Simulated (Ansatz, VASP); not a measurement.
Ge: VASP beside Ansatz

```
Ge
1.0
     2.98486    0.00000    0.00000
    -1.49243    2.58497    0.00000
     0.00000    0.00000    4.74704
Ge
2
Direct
  0.33333 0.66667 0.25000
  0.66667 0.33333 0.75000
```

Alike in both runs: task relaxation of cell and atoms; functional PBEsol; k mesh 18 × 18 × 10; occupations gaussian, width 0.1 eV; no spin polarisation.

```csv
,VASP,Ansatz
version,VASP 6.6.1,Ansatz 0.2.0
potentials or method,"VASP PAW PBE potentials, release 64 (Ge_d), cutoff 600 eV","scalar-relativistic, plane waves, PAW"
valence electrons in the cell,28,28
```

|  | VASP | Ansatz | Ansatz less VASP |
| --- | --- | --- | --- |
| gap on the k mesh at the Fermi level, each at its own relaxed structure (eV) | none | none | - |
| relaxed volume (Å³/atom) | 18.42 | 18.38 | -0.035 |
| relaxed length of the cell vector where the two differ most in proportion (Å) | 2.915 | 2.913 | -0.0021 |

VASP's potentials were made for PBE, not for PBEsol. A gap of «none» marks a metal or a gap that the smearing closes.
